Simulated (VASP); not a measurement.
# Hf4Cl (P6/mmm) in VASP: a series of runs, part 2 of 2

VASP 6.6.1. The steps go on from the part before.

## Step 3: Single point, PBE

This run uses another cell than the first one, of 25.60 Å³/atom.

Input file INCAR:

```
SYSTEM = Hf4Cl
  PREC = Accurate
  ENCUT = 520
  EDIFF = 1E-7
  ISMEAR = 0
  SIGMA = 0.1
  LREAL = .FALSE.
  LASPH = .TRUE.
  NELM = 80
  ALGO = Normal
  ISIF = 2
  LWAVE = .FALSE.
  LCHARG = .FALSE.
  GGA = PE
  NBANDS = 32
```

Input file KPOINTS:

```
Automatic mesh
0
G
  6 6 4
  0 0 0
```

Input file POSCAR:

```
Hf4Cl
1.0
    5.7137644647      0.0000000000      0.0000000000
   -2.8568822323      4.9482651776      0.0000000000
    0.0000000000      0.0000000000      4.5269901398
Hf Cl
4 1
Direct
    0.5000000000      0.0000000000      0.0000000000
    0.0000000000      0.5000000000      0.0000000000
    0.5000000000      0.5000000000      0.0000000000
    0.0000000000      0.0000000000      0.5000000000
    0.0000000000      0.0000000000      0.0000000000
```

Potentials or basis: VASP PAW PBE potentials, release 64 (Hf_pv, Cl).

Run with:

```console
cat potpaw_PBE.64/Hf_pv/POTCAR potpaw_PBE.64/Cl/POTCAR > POTCAR
mpirun -np 1 vasp_std > vasp.out
```

OUTCAR:

```text
SYSTEM = Hf4Cl
   PREC = Accurate
   ENCUT = 520
   EDIFF = 1E-7
   ISMEAR = 0
   LREAL = .FALSE.
   LASPH = .TRUE.
   NELM = 80
   ISIF = 2
   GGA = PE

 ion  position               nearest neighbor table
   1  0.500  0.000  0.000-   3 2.86   3 2.86   2 2.86   2 2.86   5 2.86   5 2.86   4 3.64   4 3.64
                             4 3.64   4 3.64
   2  0.000  0.500  0.000-   5 2.86   5 2.86   1 2.86   1 2.86   3 2.86   3 2.86   4 3.64   4 3.64
                             4 3.64   4 3.64
   3  0.500  0.500  0.000-   1 2.86   1 2.86   5 2.86   5 2.86   2 2.86   2 2.86   4 3.64   4 3.64
                             4 3.64   4 3.64
   4  0.000  0.000  0.500-   5 2.26   5 2.26   2 3.64   2 3.64   2 3.64   2 3.64   3 3.64   3 3.64
                             3 3.64   3 3.64   1 3.64   1 3.64   1 3.64   1 3.64
   5  0.000  0.000  0.000-   4 2.26   4 2.26   2 2.86   2 2.86   3 2.86   3 2.86   1 2.86   1 2.86

  LATTYP: Found a hexagonal cell.
 ALAT       =     5.7137644647
 C/A-ratio  =     0.7922955466

  Lattice vectors:

 A1 = (   5.7137644647,   0.0000000000,   0.0000000000)
 A2 = (  -2.8568822323,   4.9482651776,   0.0000000000)
 A3 = (   0.0000000000,   0.0000000000,   4.5269901398)

Analysis of symmetry for initial positions (statically):
=====================================================================
 Subroutine PRICEL returns:
 Original cell was already a primitive cell.

 Routine SETGRP: Setting up the symmetry group for a
 hexagonal supercell.

 Subroutine GETGRP returns: Found 24 space group operations
 (whereof 24 operations were pure point group operations)
 out of a pool of 24 trial point group operations.

The static configuration has the point symmetry D_6h.

Analysis of symmetry for dynamics (positions and initial velocities):
=====================================================================
 Subroutine PRICEL returns:
 Original cell was already a primitive cell.

 Routine SETGRP: Setting up the symmetry group for a
 hexagonal supercell.

[... 127 lines left out ...]
  volume/ion in A,a.u.               =      25.60       172.75
  Fermi-wavevector in a.u.,A,eV,Ry     =   1.172319  2.215362 18.698922  1.374332
  Thomas-Fermi vector in A             =   2.308749
   LORBIT       =      0    0 simple, 1 ext, 2 COOP (PROOUT), +10 PAW based schemes
   GGA     = PE    functional components
   LHFCALC =     F    Hartree Fock is set to
   AEXX    =    0.0000 exact exchange contribution
   IVDW    =     0    specifies the selected vdW correction
   LEPSILON=     F    determine dielectric tensor
   LRPA    =     F    only Hartree local field effects (RPA)
 non-spin polarized calculation
 Gauss-broadening in eV      SIGMA  =   0.10
  energy-cutoff  :      520.00
  volume of cell :      127.99
 maximum number of plane-waves:      3481
   NGX = 21   NGY = 21   NGZ = 17

 number of electron      46.9999998 magnetization

 Free energy of the ion-electron system (eV)
  ---------------------------------------------------
  ext. energy  EPLUGINS =         0.00000000
  ---------------------------------------------------
  free energy    TOTEN  =       -36.98572466 eV

  energy without entropy =      -36.96195221  energy(sigma->0) =      -36.97383844

 E-fermi :   4.0168     XC(G=0): -10.1174

 val. band max:        4.0035218477   @ k =   0.1667   0.1667   0.0000
 cond. band min:       4.0263393117   @ k =   0.5000   0.0000   0.0000
 fundamental gap:      0.0228174640
 Fermi energy:         4.0168480019

 k-point     1 :       0.0000    0.0000    0.0000
  band No.  band energies     occupation
      1     -27.6971      2.00000
      2     -27.4546      2.00000
      3     -27.3408      2.00000
      4     -27.3408      2.00000
      5     -27.1582      2.00000
      6     -27.1582      2.00000
[... 724 lines left out ...]
     31       6.3159      0.00000
     32       6.7466      0.00000

------------------------ aborting loop because EDIFF is reached ----------------------------------------

  FORCE on cell =-STRESS in cart. coord.  units (eV):
  Direction    XX          YY          ZZ          XY          YZ          ZX
  --------------------------------------------------------------------------------------
  -------------------------------------------------------------------------------------
  Total       -0.2867159     -0.2867159      0.1364949     -0.0000000      0.0000000      0.0000000
  in kB       -3.5890329     -3.5890329      1.7086073     -0.0000000      0.0000000      0.0000000
  external PRESSURE =      -1.8231528 kB  Pullay stress =       0.0000000 kB

 VOLUME and BASIS-vectors are now :
 -----------------------------------------------------------------------------
  energy-cutoff  :      520.00
  volume of cell :      127.99
      direct lattice vectors                 reciprocal lattice vectors
     5.713764465  0.000000000  0.000000000     0.175015965  0.101045514  0.000000000
    -2.856882232  4.948265178  0.000000000     0.000000000  0.202091029  0.000000000
     0.000000000  0.000000000  4.526990140     0.000000000  0.000000000  0.220897322

 POSITION                                       TOTAL-FORCE (eV/Angst)
 -----------------------------------------------------------------------------------
      2.85688      0.00000      0.00000        -0.000000      0.000000      0.000000
     -1.42844      2.47413      0.00000        -0.000000      0.000000      0.000000
      1.42844      2.47413      0.00000        -0.000000      0.000000      0.000000
      0.00000      0.00000      2.26350        -0.000000      0.000000      0.000000
      0.00000      0.00000      0.00000         0.000000      0.000000      0.000000
 -----------------------------------------------------------------------------------
    total drift:                                0.000000      0.000000     -0.000000

  FREE ENERGIE OF THE ION-ELECTRON SYSTEM (eV)
  ---------------------------------------------------
  free  energy   TOTEN  =       -36.9857246591 eV

  energy  without entropy=      -36.9619522131  energy(sigma->0) =      -36.97383844
```

OSZICAR:

```text
N       E                     dE             d eps       ncg     rms          rms(c)
DAV:   1     0.212049901345E+03    0.21205E+03   -0.24612E+04  1368   0.133E+03
DAV:   2    -0.233646007442E+02   -0.23541E+03   -0.22317E+03  1632   0.331E+02
DAV:   3    -0.382148025218E+02   -0.14850E+02   -0.14208E+02  1824   0.530E+01
DAV:   4    -0.385649688438E+02   -0.35017E+00   -0.34633E+00  1784   0.868E+00
DAV:   5    -0.385725134431E+02   -0.75446E-02   -0.75381E-02  1784   0.120E+00    0.755E+01
DAV:   6    -0.373450721025E+02    0.12274E+01   -0.29544E+00  1728   0.699E+00    0.412E+01
DAV:   7    -0.372698545130E+02    0.75218E-01   -0.36891E+00  1712   0.664E+00    0.137E+01
DAV:   8    -0.369893037256E+02    0.28055E+00   -0.11642E+00  1712   0.424E+00    0.269E+00
DAV:   9    -0.369865453245E+02    0.27584E-02   -0.71119E-02  1664   0.119E+00    0.829E-01
DAV:  10    -0.369858058625E+02    0.73946E-03   -0.70009E-03  1752   0.395E-01    0.338E-01
DAV:  11    -0.369857195789E+02    0.86284E-04   -0.54830E-04  1768   0.967E-02    0.150E-01
DAV:  12    -0.369857262315E+02   -0.66526E-05   -0.45147E-05  1792   0.336E-02    0.253E-02
DAV:  13    -0.369857249028E+02    0.13287E-05   -0.56090E-06  1696   0.109E-02    0.128E-02
DAV:  14    -0.369857245636E+02    0.33924E-06   -0.46958E-07  1504   0.289E-03    0.557E-03
DAV:  15    -0.369857246591E+02   -0.95527E-07   -0.55308E-08  1176   0.131E-03
   1 F= -.36985725E+02 E0= -.36973838E+02  d E =-.237724E-01
```

stdout:

```text
POSCAR found type information on POSCAR HfCl
 POSCAR found :  2 types and       5 ions
 scaLAPACK will be used
 LDA part: xc-table for (Slater+PW92), standard interpolation
 POSCAR, INCAR and KPOINTS ok, starting setup
 FFT: planning ... GRIDC
 FFT: planning ... GRID_SOFT
 FFT: planning ... GRID
 WAVECAR not read
 entering main loop
```

It took 98 s on 1 thread of Intel Xeon 8259CL, shared host; peak memory 0.27 GiB.

What came out:

```yaml
Free_energy: -36.9857 eV
Pressure: -0.2 GPa
Band_gap_on_the_k_mesh: zero (an odd number of electrons rules out a gap without spin polarisation)
```

Levels at points of the mesh, in eV from the Fermi level:
```
           k point  band 22  band 23  band 24  band 25  band 26  band 27
(0.00, 0.00, 0.00)    -1.88    -0.93    -0.39     0.30     0.30     2.27
(0.50, 0.00, 0.00)    -0.27    -0.21    -0.18     0.01     0.32     0.77
(0.00, 0.00, 0.50)    -1.20    -1.20    -0.70     0.64     0.64     1.44
(0.50, 0.00, 0.50)    -0.51    -0.08     0.11     0.60     1.01     1.28
```

Caveat: spin-orbit coupling is left out, which moves the levels of the heavy elements; an odd number of electrons without spin polarisation forces a metal; a magnetic or distorted state may lie lower.

## Step 4: Relaxation of cell and atoms, PBE

Input file INCAR:

```
SYSTEM = Hf4Cl
ALGO = Normal
EDIFF = 1E-6
EDIFFG = -0.04
ENCUT = 600
GGA = PE
IBRION = 2
ISIF = 3
ISMEAR = 0
LASPH = .TRUE.
LCHARG = .FALSE.
LREAL = .FALSE.
LWAVE = .FALSE.
NELM = 60
NSW = 90
PREC = Accurate
SIGMA = 0.1
```

Input file KPOINTS:

```
k-points
0
G
  6 6 4
  0 0 0
```

Changes to POSCAR since step 3:

```diff
@@ -2,5 +2,5 @@
 1.0
-    5.7137644647      0.0000000000      0.0000000000
-   -2.8568822323      4.9482651776      0.0000000000
-    0.0000000000      0.0000000000      4.5269901398
+    5.6337705600      0.0000000000      0.0000000000
+   -2.8168852800      4.8789884200      0.0000000000
+    0.0000000000      0.0000000000      4.6377749000
 Hf Cl
```

Run with:

```console
cat potpaw_PBE.64/Hf_pv/POTCAR potpaw_PBE.64/Cl/POTCAR > POTCAR
mpirun -np 1 vasp_std > vasp.out
```

Run time: 4 min. Hardware: 1 thread of Intel Xeon 8259CL, shared host; peak memory 0.35 GiB.

The run converged. Its results:

| Quantity | Value |
| --- | --- |
| Free energy | -36.9872 eV |
| Relaxed volume | 25.46 Å³/atom |
| Relaxed cell | a = 5.697 Å, b = 5.697 Å, c = 4.529 Å, α = 90.00°, β = 90.00°, γ = 120.00° |
| Space group after relaxing (to 0.1 Å) | P6/mmm (No. 191) |
| Energy gained by relaxing | 11.2 meV/atom |
| Ionic steps | 3 |
| Pressure after relaxing | 0.2 GPa |
| Band gap on the k mesh | zero (an odd number of electrons rules out a gap without spin polarisation) |

Step by step:
```tsv
step	energy change (eV)	largest force (eV/Å)	pressure (GPa)	volume (Å³)
1	0.0000	0.0000	-0.06	127.48
2	-0.0506	0.0000	0.37	127.21
3	-0.0559	0.0000	0.21	127.29
```

Final structure:
```
Hf Cl
1.0
     5.69687    0.00000    0.00000
    -2.84844    4.93364    0.00000
     0.00000    0.00000    4.52879
Hf Cl
4 1
Direct
  0.50000 0.00000 0.00000
  0.00000 0.50000 0.00000
  0.50000 0.50000 0.00000
  0.00000 0.00000 0.50000
  0.00000 0.00000 0.00000
```

Levels at points of the mesh, in eV from the Fermi level:
| k point | band 20 | band 21 | band 22 | band 23 | band 24 | band 25 | band 26 | band 27 | band 28 |
| --- | --- | --- | --- | --- | --- | --- | --- | --- | --- |
| (0.00, 0.00, 0.00) | -2.45 | -1.91 | -1.91 | -0.95 | -0.39 | 0.29 | 0.29 | 2.31 | 2.85 |
| (0.50, 0.00, 0.00) | -0.86 | -0.83 | -0.25 | -0.20 | -0.20 | 0.02 | 0.34 | 0.78 | 0.84 |
| (0.00, 0.00, 0.50) | -2.18 | -1.68 | -1.22 | -1.22 | -0.69 | 0.64 | 0.64 | 1.42 | 2.74 |
| (0.50, 0.00, 0.50) | -1.27 | -0.83 | -0.52 | -0.08 | 0.11 | 0.60 | 1.02 | 1.26 | 1.84 |

Caveat: spin-orbit coupling is left out, which moves the levels of the heavy elements; an odd number of electrons without spin polarisation forces a metal; a magnetic or distorted state may lie lower.

## Step 5: Single point, PBE

This run uses another cell than the first one, of 25.62 Å³/atom.

Input file INCAR:

```
  PREC = Accurate
  ENCUT = 520
  EDIFF = 1E-6
  ISMEAR = 0
  SIGMA = 0.1
  LREAL = F
  LASPH = T
  NELM = 100
  ALGO = Normal
  ISIF = 2
  LWAVE = F
  LCHARG = F
  GGA = PE
  NBANDS = 32
```

Input file KPOINTS:

```
regular mesh
0
Gamma
  12 12 8
```

Changes to POSCAR since step 4:

```diff
@@ -2,5 +2,5 @@
 1.0
-    5.6337705600      0.0000000000      0.0000000000
-   -2.8168852800      4.8789884200      0.0000000000
-    0.0000000000      0.0000000000      4.6377749000
+    5.7084156090      0.0000000000      0.0000000000
+   -2.8542078045      4.9436329328      0.0000000000
+    0.0000000000      0.0000000000      4.5392604802
 Hf Cl
```

Run with:

```console
cat potpaw_PBE.64/Hf_pv/POTCAR potpaw_PBE.64/Cl/POTCAR > POTCAR
mpirun -np 1 vasp_std > vasp.out
```

Run time: 6.2 min. Hardware: 1 thread of Intel Xeon 8259CL, shared host; peak memory 0.45 GiB.

The run converged. Its results:

```
Free energy            : -37.0176 eV
Pressure               : -0.3 GPa
Band gap on the k mesh : zero (an odd number of electrons rules out a gap without spin polarisation)
```

Stress tensor (GPa, compression positive):
```
-0.37  0.00  0.00
 0.00 -0.37  0.00
 0.00  0.00 -0.14
```

Levels at points of the mesh, in eV from the Fermi level:
```tsv
k point	band 22	band 23	band 24	band 25	band 26	band 27
(0.00, 0.00, 0.00)	-1.86	-0.93	-0.36	0.31	0.31	2.30
(0.50, 0.00, 0.00)	-0.24	-0.18	-0.17	0.03	0.35	0.80
(0.00, 0.00, 0.50)	-1.18	-1.18	-0.67	0.66	0.66	1.43
(0.50, 0.00, 0.50)	-0.49	-0.07	0.14	0.62	1.03	1.27
```

Caveat: spin-orbit coupling is left out, which moves the levels of the heavy elements; an odd number of electrons without spin polarisation forces a metal; a magnetic or distorted state may lie lower.

## Step 6: Summary

```csv
task,cell,k mesh,cutoff (eV),gap on the mesh (eV),pressure (GPa)
single point,"a = 5.634, b = 5.634, c = 4.638 Å, angles 90.0, 90.0, 120.0°, 5 atoms",6 × 6 × 4,520,none,-0.1
single point,"a = 5.714, b = 5.714, c = 4.527 Å, angles 90.0, 90.0, 120.0°, 5 atoms",6 × 6 × 4,520,none,-0.2
relaxation of cell and atoms,"relaxed from a = 5.634, b = 5.634, c = 4.638 Å, angles 90.0, 90.0, 120.0°, 5 atoms",6 × 6 × 4,600,none,0.2
single point,"a = 5.708, b = 5.708, c = 4.539 Å, angles 90.0, 90.0, 120.0°, 5 atoms",12 × 12 × 8,520,none,-0.3
```

Alike in all rows: level PBE; potentials or basis VASP PAW PBE potentials, release 64 (Hf_pv, Cl); no spin polarisation; smearing gaussian 0.1 eV.

Caveats: spin-orbit coupling is left out, which moves the levels of the heavy elements; an odd number of electrons without spin polarisation forces a metal; a magnetic or distorted state may lie lower; the stress differs along the axes, from -4 to 2 GPa (at least some runs).

Absolute energies hang on the potentials; compare differences alone.

The gap in the log of VASP goes by the Fermi energy; the results here count the filled bands.